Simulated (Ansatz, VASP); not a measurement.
## AlN: VASP beside Ansatz

```
CELL_PARAMETERS angstrom
0.00000 2.16934 2.16934
2.16934 0.00000 2.16934
2.16934 2.16934 0.00000
ATOMIC_POSITIONS crystal
Al 0.00000 0.00000 0.00000
N 0.25000 0.25000 0.25000
```

Change from the starting cell: volume scaled by 0.98.

Alike in both runs: task single point; functional LDA; k mesh 10 × 10 × 10; occupations fermi-dirac, width 0.05 eV; no spin polarisation.

|  | VASP | Ansatz |
| --- | --- | --- |
| version | VASP 6.6.1 | Ansatz 0.2.0 |
| potentials or method | VASP PAW LDA potentials, release 64 (Al, N), cutoff 520 eV | all-electron LAPW, scalar-relativistic |

```csv
,VASP,Ansatz,Ansatz less VASP
gap on the k mesh at the Fermi level (eV),3.23,3.25,+0.014
least direct gap on the mesh (eV),4.42,4.41,-0.007
pressure (GPa),1.2,0.5,-0.63
```

LDA's correlation is that of Perdew and Zunger in VASP and of Perdew and Wang (1992) in Ansatz. Ansatz ran all-electron here, and VASP with PAW potentials.
